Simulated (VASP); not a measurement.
Br: single point with PBE

Br:

```
Br
1.0
    -1.38961    1.38961    1.38961
     1.38961   -1.38961    1.38961
     1.38961    1.38961   -1.38961
Br
1
Direct
  0.00000 0.00000 0.00000
```

This cell differs from its parent crystal: volume scaled by 0.4.

| Item | Value |
| --- | --- |
| Program | VASP 6.6.1 |
| Task | single point |
| Functional | PBE |
| Potentials or basis | VASP PAW PBE potentials, release 64 (Br) |
| Cutoff | 520 eV |
| k mesh | 16 × 16 × 16 |
| Occupations | fermi-dirac, width 0.08 eV |
| Spin | no spin polarisation |
| Dipole correction | no |
| Further INCAR settings | ALGO = Normal; EDIFF = 1e-06; NBANDS = 10 |

| Property | Result |
| --- | --- |
| Pressure | 242.0 GPa |

Levels at points of the mesh, in eV from the Fermi level:
```tsv
k point	band 2	band 3	band 4	band 5	band 6	band 7
(0.00, 0.00, 0.00)	4.11	4.11	4.11	12.63	12.63	12.63
(0.50, 0.00, 0.00)	-15.11	-2.25	1.44	6.08	6.27	20.96
(0.50, 0.50, 0.50)	-8.68	-8.68	-8.68	-0.71	-0.71	29.03
```

Wall time 10 s on 1 thread of AMD EPYC 7R43 64-Core Processor (Zen 3), with other jobs on the host, peak memory 0.09 GiB.

Caveat: an odd number of electrons without spin polarisation forces a metal; a magnetic or distorted state may lie lower.
